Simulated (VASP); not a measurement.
Set up this calculation in VASP 6.6.1, as the native input.

- Task: single point
- Functional: r2SCAN
- Potentials or basis: VASP PAW PBE potentials, release 64 (Al, N)
- Cutoff: 520 eV
- k mesh: 10 × 10 × 10
- Occupations: gaussian, width 0.05 eV
- Spin: no spin polarisation
- Dipole correction: no
- Further INCAR settings: ALGO = Normal; EDIFF = 1e-07; NBANDS = 11

AlN:

```
Al N
1.0
     0.00000    1.94582    2.75138
     1.94582    0.00000    2.75138
     1.94582    1.94582    0.00000
Al N
1 1
Direct
  0.00000 0.00000 0.00000
  0.75000 0.75000 0.75000
```

This cell differs from its parent crystal: ratio of the length along z to the lengths across it x 1.414, volume and fractional coordinates fixed.

One way to write it, as run:

POSCAR

```
AlN
1.0
    0.0000000000      1.9458150144      2.7513824303
    1.9458150144      0.0000000000      2.7513824303
    1.9458150144      1.9458150144      0.0000000000
Al N
1 1
Direct
    0.0000000000      0.0000000000      0.0000000000
    0.7500000000      0.7500000000      0.7500000000
```

INCAR.step1

```
SYSTEM = AlN
ALGO = Normal
EDIFF = 1E-4
ENCUT = 520
GGA = PE
ISMEAR = 0
LASPH = .True.
LCHARG = .False.
LREAL = .False.
LWAVE = .True.
NBANDS = 11
NELM = 80
PREC = Accurate
SIGMA = 0.05
```

INCAR.step2

```
SYSTEM = AlN
ALGO = Normal
EDIFF = 1E-7
ENCUT = 520
ISIF = 2
ISMEAR = 0
ISTART = 1
LASPH = .True.
LCHARG = .False.
LMIXTAU = .True.
LREAL = .False.
LWAVE = .False.
METAGGA = R2SCAN
NBANDS = 11
NELM = 80
PREC = Accurate
SIGMA = 0.05
```

KPOINTS

```
k-points
0
Gamma
  10 10 10
  0 0 0
```

Potentials or basis: VASP PAW PBE potentials, release 64 (Al, N).

Launch:

```bash
$ cat potpaw_PBE.64/Al/POTCAR potpaw_PBE.64/N/POTCAR > POTCAR
$ cp INCAR.step1 INCAR
$ mpirun -np 1 vasp_std > vasp.out
$ cp INCAR.step2 INCAR
$ mpirun -np 1 vasp_std > vasp.out
```

Results of the run:

| Item | Value |
| --- | --- |
| Pressure | -4.8 GPa |
| Band gap on the k mesh | 1.64 eV, indirect (least direct gap 2.03 eV) |

Caveat: the PAW data sets were made with another functional, which shifts forces and pressure a little.

It took 84 s on 1 thread of AMD EPYC 9R45 96-Core Processor (Zen 5), with other jobs on the host, peak memory 0.13 GiB.
